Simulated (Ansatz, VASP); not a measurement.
**One calculation of K3TaO3, two programs**

INCAR

```
SYSTEM = K3TaO3
PREC = Accurate ; ENCUT = 600
EDIFF = 1E-7 ; ISMEAR = 0
SIGMA = 0.15 ; LREAL = .False.
LASPH = .True. ; NELM = 60
ALGO = Normal ; ISIF = 3
LWAVE = .False. ; LCHARG = .False.
GGA = PE ; IBRION = 2
NSW = 36 ; EDIFFG = -0.08
```

KPOINTS

```
regular mesh
0
Gamma
  2 2 3
  0 0 0
```

Contents of POSCAR:

```
K3TaO3
1.0
    6.3544578200      0.0000000000      0.0000000000
   -3.1772289100      5.5031219000      0.0000000000
    0.0000000000      0.0000000000      5.1284649800
K Ta O
3 1 3
Direct
    0.5000000000      0.0000000000      0.5000000000
    0.0000000000      0.5000000000      0.5000000000
    0.5000000000      0.5000000000      0.5000000000
    0.0000000000      0.0000000000      0.5000000000
    0.5000000000      0.0000000000      0.0000000000
    0.0000000000      0.5000000000      0.0000000000
    0.5000000000      0.5000000000      0.0000000000
```

Input for Ansatz:

```yaml
crystal:
  lattice:
    - [6.35445782, 0.0, 0.0]
    - [-3.17722891, 5.5031219, 0.0]
    - [0.0, 0.0, 5.12846498]
  atoms:
    - { symbol: K, position: [0.5, 0.0, 0.5] }
    - { symbol: K, position: [0.0, 0.5, 0.5] }
    - { symbol: K, position: [0.5, 0.5, 0.5] }
    - { symbol: Ta, position: [0.0, 0.0, 0.5] }
    - { symbol: O, position: [0.5, 0.0, 0.0] }
    - { symbol: O, position: [0.0, 0.5, 0.0] }
    - { symbol: O, position: [0.5, 0.5, 0.0] }
basis:
  ecutwfc: 420
kpoints:
  mp_grid: { grid: [2, 2, 3] }
hamiltonian:
  xc: pbe
scf:
  occupations: { method: gaussian, width: 0.15 }
  lower_state_search: "off"
output:
  forces: true
  stress: true
  eigenvalues: true
relax:
  adjacent_minimum: "off"
  f_tol: 0.08
  max_steps: 16
  cell: { stress_tol: 0.8 }
```

Alike in both runs: task relaxation of cell and atoms; functional PBE; k mesh 2 × 2 × 3; occupations gaussian, width 0.15 eV; no spin polarisation.

|  | VASP | Ansatz |
| --- | --- | --- |
| version | VASP 6.6.1 | Ansatz 0.2.0 |
| potentials or method | VASP PAW PBE potentials, release 64 (K_sv, Ta_pv, O), cutoff 600 eV | scalar-relativistic, plane waves, PAW |
| valence electrons in the cell | 56 | 58 |

Ansatz gave:

| Property | Result |
| --- | --- |
| gap on the k mesh at the Fermi level, each at its own relaxed structure (eV) | none |
| relaxed volume (Å³/atom) | 33.00 |
| relaxed cell length with the largest relative difference (Å) | 4.408 |

Question: Which values does VASP return?

Answer: gap on the k mesh at the Fermi level, each at its own relaxed structure (eV): none; relaxed volume (Å³/atom): 32.84; relaxed cell length with the largest relative difference (Å): 4.448.

A gap of «none» marks a metal or a gap that the smearing closes. VASP's potentials hold 56 valence electrons a cell and Ansatz's 58, so a difference there can come from the potentials and not from the codes.

The k mesh is coarse, so the values compare programs but aren't converged. Spin-orbit coupling is off throughout. Noted on VASP's run: the volume moved by over 15 % at a fixed basis, so the end points are rough.
